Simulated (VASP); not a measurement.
# LiCl in VASP: further runs

LiCl is run at these levels: r2SCAN, HSE06; tasks: single point.

All numbers are computed with VASP 6.6.1; they aren't measurements. Logs are shortened: lines on timing, memory, paths and dates and some standing lists are left out, and cuts for length are marked.

## Step 1: The cell of the first run

The structure is tetragonal, space group I-4m2 (No. 119). The conventional cell has a = 3.865 Å, b = 3.865 Å, c = 5.493 Å, α = 90.00°, β = 90.00°, γ = 90.00°. Li (site symmetry -4m2) has 4 Cl at 2.37 Å within 3.1 Å. Within 3.1 Å of Cl (site symmetry -4m2) lie 4 Li at 2.37 Å.

## Step 2: Single point, r2SCAN (uniaxial z strain +0.5%)

POSCAR reads:

```
LiCl
1.0
    0.0000000000      2.7330425439      2.7467077566
    2.7330425439      0.0000000000      2.7467077566
    2.7330425439      2.7330425439      0.0000000000
Li Cl
1 1
Direct
    0.0000000000      0.0000000000      0.0000000000
    0.2500000000      0.2500000000      0.2500000000
```

INCAR.step1 reads:

```
ALGO     = Normal         # electronic algorithm
EDIFF    = 1E-4           # SCF threshold, eV
ENCUT    = 520            # plane-wave cutoff, eV
GGA      = PE             # functional
ISMEAR   = 0              # smearing method
LASPH    = T              # aspherical terms in the spheres
LCHARG   = F              # write CHGCAR
LREAL    = F              # projectors in reciprocal space
LWAVE    = T              # write WAVECAR
NBANDS   = 12             # bands
NELM     = 100            # most SCF steps
PREC     = Accurate       # precision mode
SIGMA    = 0.01           # smearing width, eV
```

INCAR.step2 reads:

```
ALGO     = Normal         # electronic algorithm
EDIFF    = 1E-7           # SCF threshold, eV
ENCUT    = 520            # plane-wave cutoff, eV
ISIF     = 2              # what is computed and relaxed
ISMEAR   = 0              # smearing method
ISTART   = 1            
LASPH    = T              # aspherical terms in the spheres
LCHARG   = F              # write CHGCAR
LMIXTAU  = T            
LREAL    = F              # projectors in reciprocal space
LWAVE    = F              # write WAVECAR
METAGGA  = R2SCAN         # meta-GGA
NBANDS   = 12             # bands
NELM     = 100            # most SCF steps
PREC     = Accurate       # precision mode
SIGMA    = 0.01           # smearing width, eV
```

KPOINTS reads:

```
k-points
0
Gamma
  8 8 8
```

Potentials or basis: VASP PAW PBE potentials, release 64 (Li_sv, Cl).

Command:

```bash
$ cat potpaw_PBE.64/Li_sv/POTCAR potpaw_PBE.64/Cl/POTCAR > POTCAR
$ cp INCAR.step1 INCAR
$ mpirun -np 1 vasp_std > vasp.out
$ cp INCAR.step2 INCAR
$ mpirun -np 1 vasp_std > vasp.out
```

OUTCAR:

```text
EDIFF = 1E-7
   ENCUT = 520
   ISIF = 2
   ISMEAR = 0
   ISTART = 1
   LASPH = T
   LREAL = F
   METAGGA = R2SCAN
   NELM = 100
   PREC = Accurate

 ion  position               nearest neighbor table
   1  0.000  0.000  0.000-   2 2.37   2 2.37   2 2.37   2 2.37
   2  0.250  0.250  0.250-   1 2.37   1 2.37   1 2.37   1 2.37

  LATTYP: Found a body centered tetragonal cell.
 ALAT       =     3.8651058321
 C/A-ratio  =     1.4212846302

  Lattice vectors:

 A1 = (  -2.7330425439,   0.0000000000,   2.7467077566)
 A2 = (   2.7330425439,   0.0000000000,   2.7467077566)
 A3 = (   0.0000000000,   2.7330425439,  -2.7467077566)

Analysis of symmetry for initial positions (statically):
=====================================================================
 Subroutine PRICEL returns:
 Original cell was already a primitive cell.

 Routine SETGRP: Setting up the symmetry group for a
 body centered tetragonal supercell.

 Subroutine GETGRP returns: Found  8 space group operations
 (whereof  8 operations were pure point group operations)
 out of a pool of 16 trial point group operations.

The static configuration has the point symmetry D_2d.

Analysis of symmetry for dynamics (positions and initial velocities):
=====================================================================
 Subroutine PRICEL returns:
 Original cell was already a primitive cell.

 Routine SETGRP: Setting up the symmetry group for a
 body centered tetragonal supercell.

 Subroutine GETGRP returns: Found  8 space group operations
 (whereof  8 operations were pure point group operations)
 out of a pool of 16 trial point group operations.

The dynamic configuration has the point symmetry D_2d.

 Subroutine INISYM returns: Found  8 space group operations
 (whereof  8 operations are pure point group operations),
 and found     1 'primitive' translations

----------------------------------------------------------------------------------------

                                     Primitive cell

  volume of cell :      41.0332

  direct lattice vectors                    reciprocal lattice vectors
     0.000000000  2.733042544  2.746707757    -0.182946292  0.182946292  0.182036112
     2.733042544  0.000000000  2.746707757     0.182946292 -0.182946292  0.182036112
     2.733042544  2.733042544  0.000000000     0.182946292  0.182946292 -0.182036112

  length of vectors
     3.874780645  3.874780645  3.865105832     0.316347653  0.316347653  0.316347653

  position of ions in fractional coordinates (direct lattice)
[... 84 lines left out ...]
   NFREE  =      0    steps in history (QN), initial steepest desc. (CG)
   ISIF   =      2    stress and relaxation
   ISYM   =      2    0-nonsym 1-usesym 2-fastsym
   POTIM  = 0.5000    time-step for ionic-motion
   TEBEG  =    0.0;   TEEND  =   0.0 temperature during run
   PSTRESS=    0.0 pullay stress
   NELECT =      10.0000    total number of electrons
   NUPDOWN=      -1.0000    fix difference up-down
   EMIN   =  10.00;   EMAX   =-10.00  energy-range for DOS
   EFERMI =   0.00;   METHOD = LEGACY
   ISMEAR =     0;   SIGMA  =   0.01  broadening in eV -4-tet -1-fermi 0-gaus
   EFERMI_NEDOS =   21; number of points for ismear=-14 and -15
   IALGO  =     38    algorithm
   IMIX   =      4    mixing-type and parameters
     AMIX     =   0.40;   BMIX     =  1.00
     AMIX_MAG =   1.60;   BMIX_MAG =  1.00
  volume/ion in A,a.u.               =      20.52       138.45
  Fermi-wavevector in a.u.,A,eV,Ry     =   1.022578  1.932392 14.227145  1.045666
  Thomas-Fermi vector in A             =   2.156265
   LORBIT       =      0    0 simple, 1 ext, 2 COOP (PROOUT), +10 PAW based schemes
   METAGGA = R2SCAN    functional components
   LHFCALC =     F    Hartree Fock is set to
   AEXX    =    0.0000 exact exchange contribution
   IVDW    =     0    specifies the selected vdW correction
   LEPSILON=     F    determine dielectric tensor
   LRPA    =     F    only Hartree local field effects (RPA)
 non-spin polarized calculation
 Gauss-broadening in eV      SIGMA  =   0.01
  energy-cutoff  :      520.00
  volume of cell :       41.03
 maximum number of plane-waves:      1124
 NGX is ok and might be reduce to    30
   NGX = 15   NGY = 15   NGZ = 15

 number of electron      10.0000002 magnetization

 Free energy of the ion-electron system (eV)
  ---------------------------------------------------
  ext. energy  EPLUGINS =         0.00000000
  ---------------------------------------------------
  free energy    TOTEN  =       -12.57758192 eV

  energy without entropy =      -12.57758192  energy(sigma->0) =      -12.57758192

 E-fermi :  -1.5303     XC(G=0):  -8.1386

 val. band max:       -1.5851055442   @ k =   0.0000   0.0000   0.0000
 cond. band min:       5.1627837870   @ k =   0.0000   0.0000   0.0000
 fundamental gap:      6.7478893312
 Fermi energy:        -1.5303272462

 k-point     1 :       0.0000    0.0000    0.0000
  band No.  band energies     occupation
      1     -45.7319      2.00000
      2     -14.8748      2.00000
      3      -1.5946      2.00000
      4      -1.5851      2.00000
      5      -1.5851      2.00000
      6       5.1628      0.00000
      7       9.4530      0.00000
      8       9.4583      0.00000
      9       9.4587      0.00000
     10      13.6736      0.00000
     11      13.7558      0.00000
     12      16.9912      0.00000
[... 331 lines left out ...]
 k-point    24 :       0.3750    0.0000    0.1250
  band No.  band energies     occupation
      1     -45.7307      2.00000
      2     -14.6314      2.00000
      3      -3.1434      2.00000
      4      -1.9642      2.00000
      5      -1.9268      2.00000
      6       7.1114      0.00000
      7       9.2428      0.00000
      8      10.1272      0.00000
      9      10.1684      0.00000
     10      12.8103      0.00000
     11      14.7989      0.00000
     12      16.2204      0.00000

 [... further k-points ...]
[... 5 lines left out ...]
  --------------------------------------------------------------------------------------
  -------------------------------------------------------------------------------------
  Total       -0.0969925     -0.0969925     -0.1174498      0.0000000      0.0000000      0.0000000
  in kB       -3.7871584     -3.7871584     -4.5859334      0.0000000      0.0000000      0.0000000
  external PRESSURE =      -4.0534168 kB  Pullay stress =       0.0000000 kB

 VOLUME and BASIS-vectors are now :
 -----------------------------------------------------------------------------
  energy-cutoff  :      520.00
  volume of cell :       41.03
      direct lattice vectors                 reciprocal lattice vectors
     0.000000000  2.733042544  2.746707757    -0.182946292  0.182946292  0.182036112
     2.733042544  0.000000000  2.746707757     0.182946292 -0.182946292  0.182036112
     2.733042544  2.733042544  0.000000000     0.182946292  0.182946292 -0.182036112

 POSITION                                       TOTAL-FORCE (eV/Angst)
 -----------------------------------------------------------------------------------
      0.00000      0.00000      0.00000        -0.000000     -0.000000      0.000000
      1.36652      1.36652      1.37335         0.000000      0.000000      0.000000
 -----------------------------------------------------------------------------------
    total drift:                                0.000000      0.000000     -0.000000

  FREE ENERGIE OF THE ION-ELECTRON SYSTEM (eV)
  ---------------------------------------------------
  free  energy   TOTEN  =       -12.5775819207 eV

  energy  without entropy=      -12.5775819207  energy(sigma->0) =      -12.57758192
```

OUTCAR.step1:

```text
EDIFF = 1E-4
   ENCUT = 520
   GGA = PE
   ISMEAR = 0
   LASPH = T
[... 582 lines left out ...]
 -----------------------------------------------------------------------------------
      0.00000      0.00000      0.00000         0.000000      0.000000      0.000000
      1.36652      1.36652      1.37335        -0.000000     -0.000000     -0.000000
 -----------------------------------------------------------------------------------
    total drift:                               -0.000001     -0.000001     -0.000001

  FREE ENERGIE OF THE ION-ELECTRON SYSTEM (eV)
  ---------------------------------------------------
  free  energy   TOTEN  =        -7.4255436016 eV

  energy  without entropy=       -7.4255436016  energy(sigma->0) =       -7.42554360
```

OSZICAR.step1:

```text
N       E                     dE             d eps       ncg     rms          rms(c)
DAV:   1     0.438929836392E+02    0.43893E+02   -0.38928E+03  1416   0.740E+02
DAV:   2    -0.433290174406E+01   -0.48226E+02   -0.46426E+02  1728   0.144E+02
DAV:   3    -0.742282966394E+01   -0.30899E+01   -0.30810E+01  1856   0.383E+01
DAV:   4    -0.753785278923E+01   -0.11502E+00   -0.11499E+00  2136   0.716E+00
DAV:   5    -0.753906660392E+01   -0.12138E-02   -0.12138E-02  1936   0.697E-01    0.232E+00
DAV:   6    -0.741107829844E+01    0.12799E+00   -0.28623E-01  1640   0.228E+00    0.172E+00
DAV:   7    -0.741401767248E+01   -0.29394E-02   -0.79649E-02  1744   0.134E+00    0.102E+00
DAV:   8    -0.742547873915E+01   -0.11461E-01   -0.14497E-02  1636   0.733E-01    0.198E-01
DAV:   9    -0.742554360161E+01   -0.64862E-04   -0.25600E-04  2008   0.110E-01
   1 F= -.74255436E+01 E0= -.74255436E+01  d E =-.444293E-14
```

Wall time 98 s (1 thread of AMD EPYC 9R14 (Zen 4), shared host); peak memory 0.14 GiB.

Results:

```
Free energy            : -12.5776 eV
Band gap on the k mesh : 6.75 eV, direct
```

Levels at points of the mesh, in eV from the valence-band top:
```tsv
k point	band 1	band 2	band 3	band 4	band 5	band 6	band 7	band 8	band 9	band 10
(0.00, 0.00, 0.00)	-44.15	-13.29	-0.01	0.00	0.00	6.75	11.04	11.04	11.04	15.26
(0.50, 0.00, 0.00)	-44.15	-12.99	-2.03	-0.30	-0.29	9.19	11.10	11.15	11.44	17.04
(0.50, 0.50, 0.00)	-44.14	-12.90	-1.65	-0.83	-0.83	7.18	10.45	14.58	15.09	15.09
(0.50, 0.00, 0.50)	-44.14	-12.90	-1.64	-0.85	-0.85	7.17	10.42	14.65	15.05	15.10
```

Caveat: the cell differs from its parent crystal (uniaxial z strain +0.5%); the cutoff is under 1.25 times the usual one of these potentials, so pressure, stress and relaxed cells hold a basis-set (Pulay) error; the PAW data sets were made with another functional, which shifts forces and pressure a little. A k mesh can miss the band edges.

## Step 3: Single point, HSE06

This run uses another cell than the first one, of 20.41 Å³/atom, 0.995 times its volume.

POSCAR reads:

```
LiCl
1.0
    0.0000000000      2.7330425439      2.7330425439
    2.7330425439      0.0000000000      2.7330425439
    2.7330425439      2.7330425439      0.0000000000
Li Cl
1 1
Direct
    0.0000000000      0.0000000000      0.0000000000
    0.2500000000      0.2500000000      0.2500000000
```

INCAR.step1 reads:

```
SYSTEM = LiCl
PREC     = Accurate       ! precision mode
ENCUT    = 520            ! plane-wave cutoff, eV
EDIFF    = 1E-5           ! SCF threshold, eV
ISMEAR   = 0              ! smearing method
SIGMA    = 0.01           ! smearing width, eV
LREAL    = .FALSE.        ! projectors in reciprocal space
LASPH    = .TRUE.         ! aspherical terms in the spheres
NELM     = 60             ! most SCF steps
ALGO     = Normal         ! electronic algorithm
ISIF     = 2              ! what is computed and relaxed
LWAVE    = .TRUE.         ! write WAVECAR
GGA      = PE             ! functional
NBANDS   = 12             ! bands
```

INCAR.step2 reads:

```
SYSTEM = LiCl
PREC     = Accurate       ! precision mode
ENCUT    = 520            ! plane-wave cutoff, eV
EDIFF    = 1E-7           ! SCF threshold, eV
ISMEAR   = 0              ! smearing method
SIGMA    = 0.01           ! smearing width, eV
LREAL    = .FALSE.        ! projectors in reciprocal space
LASPH    = .TRUE.         ! aspherical terms in the spheres
NELM     = 60             ! most SCF steps
ALGO     = Normal         ! electronic algorithm
ISIF     = 2              ! what is computed and relaxed
LWAVE    = .FALSE.        ! write WAVECAR
LCHARG   = .TRUE.         ! write CHGCAR
GGA      = PE             ! functional
LHFCALC  = .TRUE.         ! exact exchange
HFSCREEN = 0.2079         ! screening, 1/A
PRECFOCK = Normal       
LELF     = .TRUE.         ! ELF
LVHAR    = .TRUE.       
ISTART   = 1            
NBANDS   = 12             ! bands
```

KPOINTS reads:

```
regular mesh
0
G
  6 6 6
  0 0 0
```

Potentials or basis: VASP PAW PBE potentials, release 64 (Li_sv, Cl).

Command:

```bash
$ cat potpaw_PBE.64/Li_sv/POTCAR potpaw_PBE.64/Cl/POTCAR > POTCAR
$ cp INCAR.step1 INCAR
$ mpirun -np 1 vasp_std > vasp.out
$ cp INCAR.step2 INCAR
$ mpirun -np 1 vasp_std > vasp.out
```

Wall time 11 min (1 thread of AMD EPYC 9R14 (Zen 4), shared host); peak memory 0.24 GiB.

The run converged. Its results:

```
Free energy            : -8.4937 eV
Band gap on the k mesh : 7.39 eV, direct
```

Levels at points of the mesh, in eV from the valence-band top:
| k point | band 1 | band 2 | band 3 | band 4 | band 5 | band 6 | band 7 | band 8 | band 9 | band 10 |
| --- | --- | --- | --- | --- | --- | --- | --- | --- | --- | --- |
| (0.00, 0.00, 0.00) | -45.54 | -13.94 | 0.00 | 0.00 | 0.00 | 7.39 | 11.73 | 11.73 | 11.73 | 16.23 |
| (0.50, 0.00, 0.00) | -45.54 | -13.61 | -2.18 | -0.31 | -0.31 | 9.81 | 11.86 | 11.86 | 12.23 | 17.97 |
| (0.50, 0.50, 0.00) | -45.54 | -13.51 | -1.78 | -0.90 | -0.90 | 7.94 | 11.09 | 15.21 | 15.67 | 15.67 |

Caveat: the cutoff is under 1.25 times the usual one of these potentials, so pressure, stress and relaxed cells hold a basis-set (Pulay) error; the PAW data sets were made with another functional, which shifts forces and pressure a little.
